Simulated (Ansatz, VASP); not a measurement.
One calculation of Re, two programs

File INCAR:

```
SYSTEM = Re
PREC = Accurate
ENCUT = 520
EDIFF = 1E-7
ISMEAR = -1
SIGMA = 0.1
LREAL = .False.
LASPH = .True.
NELM = 60
ALGO = Normal
ISIF = 2
LWAVE = .False.
LCHARG = .True.
GGA = PS
LELF = .True.
LVHAR = .True.
NBANDS = 10
```

The input KPOINTS:

```
regular mesh
0
Gamma
  15 15 15
  0 0 0
```

The input POSCAR:

```
Re
1.0
    2.1523588033      0.0000000000      0.0000000000
    0.0000000000      2.1523588033      0.0000000000
    0.0000000000      0.0000000000      2.1523588033
Re
1
Direct
    0.0000000000      0.0000000000      0.0000000000
```

Input for Ansatz:

```yaml
crystal:
  lattice:
    - [2.1523588033, 0.0, 0.0]
    - [0.0, 2.1523588033, 0.0]
    - [0.0, 0.0, 2.1523588033]
  atoms:
    - { symbol: Re, position: [0.0, 0.0, 0.0] }
kpoints:
  mp_grid: { grid: [15, 15, 15] }
scf:
  occupations: { method: fermi_dirac, width: 0.1 }
hamiltonian:
  xc: pbesol
  pseudopotentials: { kind: all_electron, lapw: { basis_error: 0.001 } }
output:
  forces: true
  stress: true
  eigenvalues: true
  populations: true
```

Change from the starting cell: volume scaled by 0.6, LAPW.

Alike in both runs: task single point; functional PBEsol; k mesh 15 × 15 × 15; occupations fermi-dirac, width 0.1 eV; no spin polarisation.

|  | VASP | Ansatz |
| --- | --- | --- |
| version | VASP 6.6.1 | Ansatz 0.2.0 |
| potentials or method | VASP PAW PBE potentials, release 64 (Re), cutoff 520 eV | all-electron LAPW, scalar-relativistic |

Ansatz gave:

* pressure (GPa): 425.8

**Question.** Estimate VASP's values.

**Answer.** Pressure (GPa): 410.8.

VASP's potentials were made for PBE, not for PBEsol. Both programs put the cell under a high pressure, so it lies far from rest at this level. Ansatz ran all-electron here, and VASP with PAW potentials.

Neither program's run includes spin-orbit coupling. Noted on VASP's run: the cell as given lies far from equilibrium.
